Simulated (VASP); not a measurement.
# MgS (P6_3mc) in VASP: a series of runs

Runs on MgS. Level: PBEsol. Tasks: single point.

All numbers are computed with VASP 6.6.1; they aren't measurements. Logs are shortened: lines on timing, memory, paths and dates and some standing lists are left out, and cuts for length are marked.

### 1 The cell of the first run

It takes space group P6_3mc (No. 186, hexagonal). Conventional cell: a = 4.357 Å, b = 4.357 Å, c = 6.432 Å, α = 90.00°, β = 90.00°, γ = 120.00°. Within 3.3 Å of Mg (site symmetry 3m) lie 4 S at 2.47 to 2.62 Å. Within 3.3 Å of S (site symmetry 3m) lie 4 Mg at 2.47 to 2.62 Å.

### 2 Single point, PBEsol (strain +0.080 along x and y, +0.000 along z)

Contents of INCAR:

```
PREC = Accurate ; ENCUT = 520
EDIFF = 1E-6 ; ISMEAR = 0
SIGMA = 0.05 ; LREAL = False
LASPH = True ; NELM = 80
ALGO = Normal ; ISIF = 2
LWAVE = False ; LCHARG = False
GGA = PS ; NBANDS = 16
```

Contents of KPOINTS:

```
regular mesh
0
Gamma
  6 6 4
```

Contents of POSCAR:

```
MgS
1.0
    4.3573921994      0.0000000000      0.0000000000
   -2.1786960997      3.7736123389      0.0000000000
    0.0000000000      0.0000000000      6.4322941800
Mg S
2 2
Direct
    0.6666666667      0.3333333333      0.4957548500
    0.3333333333      0.6666666667      0.9957548500
    0.3333333333      0.6666666667      0.3792441500
    0.6666666667      0.3333333333      0.8792441500
```

Potentials or basis: VASP PAW PBE potentials, release 64 (Mg, S).

On the command line:

```console
cat potpaw_PBE.64/Mg/POTCAR potpaw_PBE.64/S/POTCAR > POTCAR
mpirun -np 1 vasp_std > vasp.out
```

OUTCAR:

```text
PREC = Accurate
   ENCUT = 520
   EDIFF = 1E-6
   ISMEAR = 0
   LREAL = False
   LASPH = True
   NELM = 80
   ISIF = 2
   GGA = PS

 ion  position               nearest neighbor table
   1  0.667  0.333  0.496-   4 2.47   3 2.62   3 2.62   3 2.62
   2  0.333  0.667  0.996-   3 2.47   4 2.62   4 2.62   4 2.62
   3  0.333  0.667  0.379-   2 2.47   1 2.62   1 2.62   1 2.62
   4  0.667  0.333  0.879-   1 2.47   2 2.62   2 2.62   2 2.62

  LATTYP: Found a hexagonal cell.
 ALAT       =     4.3573921994
 C/A-ratio  =     1.4761797620

  Lattice vectors:

 A1 = (   4.3573921994,   0.0000000000,   0.0000000000)
 A2 = (  -2.1786960997,   3.7736123389,   0.0000000000)
 A3 = (   0.0000000000,   0.0000000000,   6.4322941800)

Analysis of symmetry for initial positions (statically):
=====================================================================
 Subroutine PRICEL returns:
 Original cell was already a primitive cell.

 Routine SETGRP: Setting up the symmetry group for a
 hexagonal supercell.

 Subroutine GETGRP returns: Found 12 space group operations
 (whereof  6 operations were pure point group operations)
 out of a pool of 24 trial point group operations.

The static configuration has the point symmetry C_3v.
 The point group associated with its full space group is C_6v.

Analysis of symmetry for dynamics (positions and initial velocities):
=====================================================================
 Subroutine PRICEL returns:
 Original cell was already a primitive cell.

 Routine SETGRP: Setting up the symmetry group for a
 hexagonal supercell.

 Subroutine GETGRP returns: Found 12 space group operations
 (whereof  6 operations were pure point group operations)
 out of a pool of 24 trial point group operations.

The dynamic configuration has the point symmetry C_3v.
 The point group associated with its full space group is C_6v.

 Subroutine INISYM returns: Found 12 space group operations
 (whereof  6 operations are pure point group operations),
 and found     1 'primitive' translations

----------------------------------------------------------------------------------------

                                     Primitive cell

  volume of cell :     105.7669

  direct lattice vectors                    reciprocal lattice vectors
[... 85 lines left out ...]
   ENCUT  =  520.0 eV  38.22 Ry    6.18 a.u.   8.10  8.10 11.96*2*pi/ulx,y,z
   NELM   =     80;   NELMIN=  2; NELMDL= -5     # of ELM steps
   EDIFF  = 0.1E-05   stopping-criterion for ELM
   LREAL  =      F    real-space projection
   EDIFFG = 0.1E-04   stopping-criterion for IOM
   NSW    =      0    number of steps for IOM
   IBRION =     -1    ionic relax: 0-MD 1-quasi-New 2-CG
   NFREE  =      0    steps in history (QN), initial steepest desc. (CG)
   ISIF   =      2    stress and relaxation
   ISYM   =      2    0-nonsym 1-usesym 2-fastsym
   POTIM  = 0.5000    time-step for ionic-motion
   TEBEG  =    0.0;   TEEND  =   0.0 temperature during run
   PSTRESS=    0.0 pullay stress
   NELECT =      16.0000    total number of electrons
   NUPDOWN=      -1.0000    fix difference up-down
   EMIN   =  10.00;   EMAX   =-10.00  energy-range for DOS
   EFERMI =   0.00;   METHOD = LEGACY
   ISMEAR =     0;   SIGMA  =   0.05  broadening in eV -4-tet -1-fermi 0-gaus
   EFERMI_NEDOS =   21; number of points for ismear=-14 and -15
   IALGO  =     38    algorithm
   IMIX   =      4    mixing-type and parameters
     AMIX     =   0.40;   BMIX     =  1.00
     AMIX_MAG =   1.60;   BMIX_MAG =  1.00
  volume/ion in A,a.u.               =      26.44       178.44
  Fermi-wavevector in a.u.,A,eV,Ry     =   0.872298  1.648404 10.352725  0.760904
  Thomas-Fermi vector in A             =   1.991528
   LORBIT       =      0    0 simple, 1 ext, 2 COOP (PROOUT), +10 PAW based schemes
   GGA     = PS    functional components
   LHFCALC =     F    Hartree Fock is set to
   AEXX    =    0.0000 exact exchange contribution
   IVDW    =     0    specifies the selected vdW correction
   LEPSILON=     F    determine dielectric tensor
   LRPA    =     F    only Hartree local field effects (RPA)
 non-spin polarized calculation
 Gauss-broadening in eV      SIGMA  =   0.05
  energy-cutoff  :      520.00
  volume of cell :      105.77
 maximum number of plane-waves:      2870
   NGX = 17   NGY = 17   NGZ = 23

 number of electron      16.0000001 magnetization

 Free energy of the ion-electron system (eV)
  ---------------------------------------------------
  ext. energy  EPLUGINS =         0.00000000
  ---------------------------------------------------
  free energy    TOTEN  =       -17.41386227 eV

  energy without entropy =      -17.41386227  energy(sigma->0) =      -17.41386227

 E-fermi :   0.5707     XC(G=0):  -7.9848

 val. band max:        0.3112334385   @ k =   0.0000   0.0000   0.0000
 cond. band min:       2.8021636074   @ k =   0.0000   0.0000   0.0000
 fundamental gap:      2.4909301689
 Fermi energy:         0.5706656569

 k-point     1 :       0.0000    0.0000    0.0000
  band No.  band energies     occupation
      1     -10.6995      2.00000
      2     -10.0675      2.00000
      3      -2.5071      2.00000
      4      -0.4002      2.00000
      5      -0.4002      2.00000
      6       0.0890      2.00000
[... 376 lines left out ...]
      3      -2.2913      2.00000
      4      -2.2913      2.00000
      5      -1.3566      2.00000
      6      -1.3566      2.00000
[... 8 lines left out ...]
     15       9.2255      0.00000
     16       9.2255      0.00000

------------------------ aborting loop because EDIFF is reached ----------------------------------------

  FORCE on cell =-STRESS in cart. coord.  units (eV):
  Direction    XX          YY          ZZ          XY          YZ          ZX
  --------------------------------------------------------------------------------------
  -------------------------------------------------------------------------------------
  Total       -5.3591261     -5.3591261     -2.2474585      0.0000000     -0.0000000     -0.0000000
  in kB      -81.1810611    -81.1810611    -34.0449281      0.0000000     -0.0000000     -0.0000000
  external PRESSURE =     -65.4690167 kB  Pullay stress =       0.0000000 kB

 VOLUME and BASIS-vectors are now :
 -----------------------------------------------------------------------------
  energy-cutoff  :      520.00
  volume of cell :      105.77
      direct lattice vectors                 reciprocal lattice vectors
     4.357392199  0.000000000  0.000000000     0.229495064  0.132499037  0.000000000
    -2.178696100  3.773612339  0.000000000     0.000000000  0.264998074  0.000000000
     0.000000000  0.000000000  6.432294180     0.000000000  0.000000000  0.155465526

 POSITION                                       TOTAL-FORCE (eV/Angst)
 -----------------------------------------------------------------------------------
      2.17870      1.25787      3.18884         0.000000      0.000000     -0.254533
     -0.00000      2.51574      6.40499        -0.000000     -0.000000     -0.254533
     -0.00000      2.51574      2.43941        -0.000000      0.000000      0.254533
      2.17870      1.25787      5.65556         0.000000     -0.000000      0.254533
 -----------------------------------------------------------------------------------
    total drift:                               -0.000000      0.000000     -0.000266

  FREE ENERGIE OF THE ION-ELECTRON SYSTEM (eV)
  ---------------------------------------------------
  free  energy   TOTEN  =       -17.4138622701 eV

  energy  without entropy=      -17.4138622701  energy(sigma->0) =      -17.41386227
```

OSZICAR:

```text
N       E                     dE             d eps       ncg     rms          rms(c)
DAV:   1     0.589260693815E+02    0.58926E+02   -0.56810E+03   672   0.787E+02
DAV:   2    -0.119840689704E+02   -0.70910E+02   -0.64626E+02   936   0.129E+02
DAV:   3    -0.183913545620E+02   -0.64073E+01   -0.63714E+01   896   0.426E+01
DAV:   4    -0.184762299375E+02   -0.84875E-01   -0.84858E-01   848   0.602E+00
DAV:   5    -0.184777994817E+02   -0.15695E-02   -0.15695E-02   872   0.841E-01    0.495E+00
DAV:   6    -0.174836391271E+02    0.99416E+00   -0.14911E+00   760   0.554E+00    0.345E+00
DAV:   7    -0.174108991530E+02    0.72740E-01   -0.28672E-01   792   0.245E+00    0.251E+00
DAV:   8    -0.174164279981E+02   -0.55288E-02   -0.37644E-02   792   0.125E+00    0.154E+00
DAV:   9    -0.174135581950E+02    0.28698E-02   -0.40660E-03   800   0.398E-01    0.519E-01
DAV:  10    -0.174137643106E+02   -0.20612E-03   -0.13462E-03   880   0.165E-01    0.358E-02
DAV:  11    -0.174138499878E+02   -0.85677E-04   -0.58781E-05   792   0.420E-02    0.489E-02
DAV:  12    -0.174138596772E+02   -0.96894E-05   -0.80169E-06   824   0.161E-02    0.233E-02
DAV:  13    -0.174138624391E+02   -0.27619E-05   -0.51048E-06   752   0.117E-02    0.114E-02
DAV:  14    -0.174138622701E+02    0.16892E-06   -0.41481E-07   736   0.367E-03
   1 F= -.17413862E+02 E0= -.17413862E+02  d E =-.398055E-15
```

stdout:

```text
POSCAR found type information on POSCAR MgS
 POSCAR found :  2 types and       4 ions
 scaLAPACK will be used
 -----------------------------------------------------------------------------
|                                                                             |
|                                                                             |
|     You enforced a specific xc type in the INCAR file but a different       |
|     I HOPE YOU KNOW WHAT YOU ARE DOING!                                     |
|                                                                             |
 -----------------------------------------------------------------------------

 LDA part: xc-table for (Slater+PW92), standard interpolation
 POSCAR, INCAR and KPOINTS ok, starting setup
 FFT: planning ... GRIDC
 FFT: planning ... GRID_SOFT
 FFT: planning ... GRID
 WAVECAR not read
 entering main loop
```

Wall time 24 s (1 thread of Intel Xeon 6975P-C, shared host); peak memory 0.21 GiB.

Results:

```
Free energy            : -17.4139 eV
Pressure               : -6.5 GPa
Largest force          : 0.255 eV/Å
Band gap on the k mesh : 2.49 eV, direct
```

Forces on the atoms (eV/Å):
```
Mg   0.000  0.000 -0.255
Mg   0.000  0.000 -0.255
S    0.000  0.000  0.255
S    0.000  0.000  0.255
```

Caveat: the cell differs from its parent crystal (strain +0.080 along x and y, +0.000 along z); the PAW data sets were made with another functional, which shifts forces and pressure a little.

### 3 Single point, PBEsol (strain +0.040 along x and y, +0.080 along z)

Contents of INCAR:

```
SYSTEM = MgS
PREC     = Accurate       ! precision mode
ENCUT    = 520            ! plane-wave cutoff, eV
EDIFF    = 1E-6           ! SCF threshold, eV
ISMEAR   = 0              ! smearing method
SIGMA    = 0.05           ! smearing width, eV
LREAL    = .False.        ! projectors in reciprocal space
LASPH    = .True.         ! aspherical terms in the spheres
NELM     = 100            ! most SCF steps
ALGO     = Normal         ! electronic algorithm
ISIF     = 2              ! what is computed and relaxed
LWAVE    = .False.        ! write WAVECAR
LCHARG   = .True.         ! write CHGCAR
GGA      = PS             ! functional
LELF     = .True.         ! ELF
LVHAR    = .True.       
NBANDS   = 16             ! bands
```

Contents of KPOINTS:

```
Automatic mesh
0
Gamma
  6 6 4
  0 0 0
```

Contents of POSCAR:

```
MgS
1.0
    4.1960073031      0.0000000000      0.0000000000
   -2.0980036515      3.6338489189      0.0000000000
    0.0000000000      0.0000000000      6.9468777144
Mg S
2 2
Direct
    0.6666666667      0.3333333333      0.4957548500
    0.3333333333      0.6666666667      0.9957548500
    0.3333333333      0.6666666667      0.3792441500
    0.6666666667      0.3333333333      0.8792441500
```

Potentials or basis: VASP PAW PBE potentials, release 64 (Mg, S).

On the command line:

```console
cat potpaw_PBE.64/Mg/POTCAR potpaw_PBE.64/S/POTCAR > POTCAR
mpirun -np 1 vasp_std > vasp.out
```

Wall time 30 s (1 thread of Intel Xeon 6975P-C, shared host); peak memory 0.23 GiB.

It converged, with:

```
Free energy            : -17.4742 eV
Pressure               : -6.7 GPa
Largest force          : 0.131 eV/Å
Band gap on the k mesh : 2.61 eV, direct
```

Forces in eV/Å, atoms in the order of the input:
```
Mg   0.000  0.000  0.131
Mg   0.000  0.000  0.131
S    0.000  0.000 -0.131
S    0.000  0.000 -0.131
```

Stress tensor (GPa, compression positive):
```
-6.10  0.00  0.00
 0.00 -6.10  0.00
 0.00  0.00 -7.81
```

Levels at points of the mesh, in eV from the valence-band top:
```tsv
k point	band 5	band 6	band 7	band 8	band 9	band 10	band 11	band 12
(0.00, 0.00, 0.00)	-0.37	-0.07	-0.07	0.00	2.61	4.26	7.26	7.26
(0.50, 0.00, 0.00)	-1.50	-0.94	-0.69	-0.38	4.64	4.83	5.20	7.23
(0.00, 0.00, 0.50)	-0.22	-0.22	-0.22	-0.22	4.16	4.16	6.83	6.83
(0.50, 0.00, 0.50)	-0.68	-0.68	-0.67	-0.67	4.32	4.32	5.89	5.89
```

Caveat: the cell differs from its parent crystal (strain +0.040 along x and y, +0.080 along z); the PAW data sets were made with another functional, which shifts forces and pressure a little.
